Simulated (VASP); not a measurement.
Input of a VASP 6.6.1 run:

File INCAR:

```
  PREC = Accurate
  ENCUT = 520
  EDIFF = 1E-6
  ISMEAR = 0
  SIGMA = 0.05
  LREAL = False
  LASPH = True
  NELM = 80
  ALGO = Normal
  ISIF = 2
  LWAVE = False
  LCHARG = True
  GGA = PS
  LELF = True
  LVHAR = True
  NBANDS = 11
```

The input KPOINTS:

```
regular mesh
0
Gamma
  12 12 12
```

The input POSCAR:

```
BN
1.0
    0.0000000000      3.4953158300      2.1660912400
    1.2516321000      0.0000000000      2.1660912400
    1.2516321000      3.4953158300      0.0000000000
B N
1 1
Direct
   -0.0172636401     -0.0172636401      1.0172636401
    0.6666513400      0.6666513400      0.3333486600
```

Potentials or basis: VASP PAW PBE potentials, release 64 (B, N).

The run is started by

```bash
$ cat potpaw_PBE.64/B/POTCAR potpaw_PBE.64/N/POTCAR > POTCAR
$ mpirun -np 1 vasp_std > vasp.out
```

(1) What does it give for the band gap on the k mesh?

(2) Predict the pressure.

(3) Estimate the largest force.

Answers

(1) 3.27 eV, indirect (least direct gap 4.36 eV).

(2) 3.1 GPa.

(3) 3.543 eV/Å.

Caveat: the cell differs from its parent crystal (all B atoms moved -0.075 Å, as atom 1 along Cartesian [0 0 1]); the PAW data sets were made with another functional, which shifts forces and pressure a little.
